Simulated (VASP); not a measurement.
# PbS in VASP: notebook

The runs below take PbS through single point, with PBE, r2SCAN.

Program: VASP 6.6.1. These are calculated values, not measurements. Logs are shortened: lines on timing, memory, paths and dates and some standing lists are left out, and cuts for length are marked.

### Step 1. The cell of the first run

The structure is trigonal, space group R-3m (No. 166). The conventional cell has a = 4.267 Å, b = 4.267 Å, c = 10.239 Å, α = 90.00°, β = 90.00°, γ = 120.00°. Within 3.9 Å of Pb (site symmetry -3m) lie 6 S at 3.00 Å. Within 3.9 Å of S (site symmetry -3m) lie 6 Pb at 3.00 Å.

### Step 2. Single point, PBE (epitaxial 111 strain +1.0%)

Input file INCAR:

```
SYSTEM = PbS
PREC = Accurate
ENCUT = 520
EDIFF = 1E-6
ISMEAR = -1
SIGMA = 0.02
LREAL = .False.
LASPH = .True.
NELM = 100
ALGO = Normal
ISIF = 2
LWAVE = .False.
LCHARG = .True.
GGA = PE
LELF = .True.
LVHAR = .True.
NBANDS = 17
```

Input file KPOINTS:

```
Automatic mesh
0
Gamma
  8 8 8
  0 0 0
```

Input file POSCAR:

```
PbS
1.0
   -0.0409198559      2.9761851337      2.9761851337
    2.9761851337     -0.0409198559      2.9761851337
    2.9761851337      2.9761851337     -0.0409198559
Pb S
1 1
Direct
    0.0000000000      0.0000000000      0.0000000000
    0.5000000000      0.5000000000      0.5000000000
```

Potentials or basis: VASP PAW PBE potentials, release 64 (Pb_d, S).

Launch:

```sh
> cat potpaw_PBE.64/Pb_d/POTCAR potpaw_PBE.64/S/POTCAR > POTCAR
> mpirun -np 1 vasp_std > vasp.out
```

OUTCAR:

```text
SYSTEM = PbS
   PREC = Accurate
   ENCUT = 520
   EDIFF = 1E-6
   ISMEAR = -1
   LREAL = .False.
   LASPH = .True.
   NELM = 100
   ISIF = 2
   GGA = PE

 ion  position               nearest neighbor table
   1  0.000  0.000  0.000-   2 3.00   2 3.00   2 3.00   2 3.00   2 3.00   2 3.00
   2  0.500  0.500  0.500-   1 3.00   1 3.00   1 3.00   1 3.00   1 3.00   1 3.00

  LATTYP: Found a trigonal (rhomboedric) cell.
 ALAT       =     4.2091602886
 COS(alpha) =     0.4862049482

  Lattice vectors:

 A1 = (  -0.0409198559,   2.9761851337,   2.9761851337)
 A2 = (   2.9761851337,  -0.0409198559,   2.9761851337)
 A3 = (   2.9761851337,   2.9761851337,  -0.0409198559)

Analysis of symmetry for initial positions (statically):
=====================================================================
 Subroutine PRICEL returns:
 Original cell was already a primitive cell.

 Routine SETGRP: Setting up the symmetry group for a
 trigonal (rhombohedral) supercell.

 Subroutine GETGRP returns: Found 12 space group operations
 (whereof 12 operations were pure point group operations)
 out of a pool of 12 trial point group operations.

The static configuration has the point symmetry D_3d.

Analysis of symmetry for dynamics (positions and initial velocities):
=====================================================================
 Subroutine PRICEL returns:
 Original cell was already a primitive cell.

 Routine SETGRP: Setting up the symmetry group for a
 trigonal (rhombohedral) supercell.

 Subroutine GETGRP returns: Found 12 space group operations
 (whereof 12 operations were pure point group operations)
 out of a pool of 12 trial point group operations.

The dynamic configuration has the point symmetry D_3d.

 Subroutine INISYM returns: Found 12 space group operations
 (whereof 12 operations are pure point group operations),
 and found     1 'primitive' translations

----------------------------------------------------------------------------------------

                                     Primitive cell

  volume of cell :      53.8115

  direct lattice vectors                    reciprocal lattice vectors
    -0.040919856  2.976185134  2.976185134    -0.164574628  0.166868925  0.166868925
     2.976185134 -0.040919856  2.976185134     0.166868925 -0.164574628  0.166868925
     2.976185134  2.976185134 -0.040919856     0.166868925  0.166868925 -0.164574628

  length of vectors
     4.209160289  4.209160289  4.209160289     0.287706943  0.287706943  0.287706943

  position of ions in fractional coordinates (direct lattice)
     0.000000000  0.000000000  0.000000000
     0.500000000  0.500000000  0.500000000

  ion indices of the primitive-cell ions
   primitive index   ion index
                 1           1
                 2           2

----------------------------------------------------------------------------------------

 KPOINTS: Automatic mesh

Automatic generation of k-mesh.
 Grid dimensions read from file:
 generate k-points for:    8    8    8

 Generating k-lattice:

  Cartesian coordinates                     Fractional coordinates (reciprocal lattice)
    -0.020571829  0.020858616  0.020858616     0.125000000  0.000000000  0.000000000
     0.020858616 -0.020571829  0.020858616     0.000000000  0.125000000  0.000000000
     0.020858616  0.020858616 -0.020571829     0.000000000  0.000000000  0.125000000

  Length of vectors
     0.035963368  0.035963368  0.035963368

  Shift w.r.t. Gamma in fractional coordinates (k-lattice)
     0.000000000  0.000000000  0.000000000

 Subroutine IBZKPT returns following result:
 ===========================================

 Found     65 irreducible k-points:

 Following reciprocal coordinates:
            Coordinates               Weight
  0.000000  0.000000  0.000000      1.000000
  0.125000  0.000000 -0.000000      6.000000
  0.250000  0.000000 -0.000000      6.000000
  0.375000 -0.000000 -0.000000      6.000000
  0.500000  0.000000 -0.000000      3.000000
  0.125000  0.125000 -0.000000      6.000000
[... 16 lines left out ...]
  0.250000  0.125000  0.125000      6.000000
  0.375000  0.125000  0.125000      6.000000
 [... further k-points ...]
   k-points           NKPTS =     65   k-points in BZ     NKDIM =     65   number of bands    NBANDS=     17
   number of dos      NEDOS =    301   number of ions     NIONS =      2
   total plane-waves  NPLWV =  32768
   dimension x,y,z NGX =    32 NGY =   32 NGZ =   32
   dimension x,y,z NGXF=    64 NGYF=   64 NGZF=   64
   ions per type =               1   1
   NGX,Y,Z   is equivalent  to a cutoff of  12.64, 12.64, 12.64 a.u.
   NGXF,Y,Z  is equivalent  to a cutoff of  25.28, 25.28, 25.28 a.u.
 SYSTEM =  PbS
   PREC   = accura    normal or accurate (medium, high low for compatibility)
   ISTART =      0    job   : 0-new  1-cont  2-samecut
   ICHARG =      2    charge: 1-file 2-atom 10-const
   ISPIN  =      1    spin polarized calculation?
   LNONCOLLINEAR =      F non collinear calculations
   LSORBIT =      F    spin-orbit coupling
   LASPH  =      T    aspherical Exc in radial PAW
   ENCUT  =  520.0 eV  38.22 Ry    6.18 a.u.   7.83  7.83  7.83*2*pi/ulx,y,z
   NELM   =    100;   NELMIN=  2; NELMDL= -5     # of ELM steps
   EDIFF  = 0.1E-05   stopping-criterion for ELM
   LREAL  =      F    real-space projection
   EDIFFG = 0.1E-04   stopping-criterion for IOM
   NSW    =      0    number of steps for IOM
   IBRION =     -1    ionic relax: 0-MD 1-quasi-New 2-CG
   NFREE  =      0    steps in history (QN), initial steepest desc. (CG)
   ISIF   =      2    stress and relaxation
   ISYM   =      2    0-nonsym 1-usesym 2-fastsym
   POTIM  = 0.5000    time-step for ionic-motion
   TEBEG  =    0.0;   TEEND  =   0.0 temperature during run
   PSTRESS=    0.0 pullay stress
   NELECT =      20.0000    total number of electrons
   NUPDOWN=      -1.0000    fix difference up-down
   EMIN   =  10.00;   EMAX   =-10.00  energy-range for DOS
   EFERMI =   0.00;   METHOD = LEGACY
   ISMEAR =    -1;   SIGMA  =   0.02  broadening in eV -4-tet -1-fermi 0-gaus
   EFERMI_NEDOS =   21; number of points for ismear=-14 and -15
   IALGO  =     38    algorithm
   IMIX   =      4    mixing-type and parameters
     AMIX     =   0.40;   BMIX     =  1.00
     AMIX_MAG =   1.60;   BMIX_MAG =  1.00
  volume/ion in A,a.u.               =      26.91       181.57
  Fermi-wavevector in a.u.,A,eV,Ry     =   1.177045  2.224293 18.849998  1.385436
  Thomas-Fermi vector in A             =   2.313399
   LORBIT       =      0    0 simple, 1 ext, 2 COOP (PROOUT), +10 PAW based schemes
   GGA     = PE    functional components
   LHFCALC =     F    Hartree Fock is set to
   AEXX    =    0.0000 exact exchange contribution
   IVDW    =     0    specifies the selected vdW correction
   LEPSILON=     F    determine dielectric tensor
   LRPA    =     F    only Hartree local field effects (RPA)
 non-spin polarized calculation
  energy-cutoff  :      520.00
  volume of cell :       53.81
 maximum number of plane-waves:      1458
   NGX = 15   NGY = 15   NGZ = 15

 number of electron      20.0000002 magnetization

 Free energy of the ion-electron system (eV)
  ---------------------------------------------------
  ext. energy  EPLUGINS =         0.00000000
  ---------------------------------------------------
  free energy    TOTEN  =        -8.76751805 eV

  energy without entropy =       -8.76751760  energy(sigma->0) =       -8.76751783

 E-fermi :   5.5983     XC(G=0):  -9.5378

 val. band max:        5.4138010696   @ k =   0.5000   0.0000  -0.0000
 cond. band min:       5.7608397651   @ k =   0.5000   0.5000   0.5000
 fundamental gap:      0.3470386955
 Fermi energy:         5.5982800887

 k-point     1 :       0.0000    0.0000    0.0000
  band No.  band energies     occupation
      1     -11.3588      2.00000
      2     -11.3579      2.00000
      3     -11.3579      2.00000
      4     -11.3387      2.00000
      5     -11.3387      2.00000
      6      -7.9007      2.00000
[... 9 lines left out ...]
     16      12.4120      0.00000
     17      14.1750      0.00000

 k-point     2 :       0.1250    0.0000   -0.0000
  band No.  band energies     occupation
      1     -11.3580      2.00000
      2     -11.3574      2.00000
      3     -11.3539      2.00000
      4     -11.3402      2.00000
      5     -11.3377      2.00000
      6      -7.7751      2.00000
[... 9 lines left out ...]
     16      12.7347      0.00000
     17      15.2717      0.00000

 k-point     3 :       0.2500    0.0000   -0.0000
  band No.  band energies     occupation
      1     -11.3627      2.00000
      2     -11.3597      2.00000
      3     -11.3512      2.00000
      4     -11.3338      2.00000
      5     -11.3287      2.00000
      6      -7.4275      2.00000
[... 9 lines left out ...]
     16      13.5730      0.00000
     17      17.1392      0.00000

 k-point     4 :       0.3750   -0.0000   -0.0000
  band No.  band energies     occupation
      1     -11.3710      2.00000
      2     -11.3655      2.00000
      3     -11.3516      2.00000
      4     -11.3205      2.00000
      5     -11.3167      2.00000
      6      -6.9802      2.00000
[... 9 lines left out ...]
     16      14.7815      0.00000
     17      17.0378      0.00000
[... 343 lines left out ...]
      1     -11.3584      2.00000
      2     -11.3521      2.00000
      3     -11.3521      2.00000
      4     -11.3421      2.00000
      5     -11.3421      2.00000
      6      -7.7712      2.00000
[... 9 lines left out ...]
     16      12.5172      0.00000
     17      15.3395      0.00000

 k-point    23 :       0.2500    0.1250    0.1250
  band No.  band energies     occupation
      1     -11.3585      2.00000
      2     -11.3532      2.00000
      3     -11.3493      2.00000
      4     -11.3446      2.00000
      5     -11.3358      2.00000
      6      -7.5670      2.00000
[... 9 lines left out ...]
     16      13.7269      0.00000
     17      14.9528      0.00000

 k-point    24 :       0.3750    0.1250    0.1250
  band No.  band energies     occupation
      1     -11.3624      2.00000
      2     -11.3624      2.00000
      3     -11.3519      2.00000
      4     -11.3317      2.00000
      5     -11.3258      2.00000
      6      -7.1741      2.00000
[... 9 lines left out ...]
     16      15.1618      0.00000
     17      16.1249      0.00000

 [... further k-points ...]
[... 5 lines left out ...]
  --------------------------------------------------------------------------------------
  -------------------------------------------------------------------------------------
  Total        0.1097486      0.1097486      0.1097486      0.0893484      0.0893484      0.0893484
  in kB        3.2676427      3.2676427      3.2676427      2.6602487      2.6602487      2.6602487
  external PRESSURE =       3.2676427 kB  Pullay stress =       0.0000000 kB

 VOLUME and BASIS-vectors are now :
 -----------------------------------------------------------------------------
  energy-cutoff  :      520.00
  volume of cell :       53.81
      direct lattice vectors                 reciprocal lattice vectors
    -0.040919856  2.976185134  2.976185134    -0.164574628  0.166868925  0.166868925
     2.976185134 -0.040919856  2.976185134     0.166868925 -0.164574628  0.166868925
     2.976185134  2.976185134 -0.040919856     0.166868925  0.166868925 -0.164574628

 POSITION                                       TOTAL-FORCE (eV/Angst)
 -----------------------------------------------------------------------------------
      0.00000      0.00000      0.00000         0.000000     -0.000000      0.000000
      2.95573      2.95573      2.95573        -0.000000      0.000000     -0.000000
 -----------------------------------------------------------------------------------
    total drift:                                0.000000     -0.000000     -0.000000

  FREE ENERGIE OF THE ION-ELECTRON SYSTEM (eV)
  ---------------------------------------------------
  free  energy   TOTEN  =        -8.7675180502 eV

  energy  without entropy=       -8.7675176010  energy(sigma->0) =       -8.76751783
```

Run time: 62 s. Hardware: 1 thread of Intel Xeon 8259CL, shared host; peak memory 0.21 GiB.

What came out:

| Quantity | Value |
| --- | --- |
| Free energy | -8.7675 eV |
| Pressure | 0.3 GPa |
| Band gap on the k mesh | 0.35 eV, indirect (least direct gap 0.45 eV) |

Stress tensor (GPa, compression positive):
```
0.33 0.27 0.27
0.27 0.33 0.27
0.27 0.27 0.33
```

Caveat: the cell differs from its parent crystal (epitaxial 111 strain +1.0%); spin-orbit coupling is left out, which moves the levels of the heavy elements. A k mesh can miss the band edges.

[end of part 1 of 2]
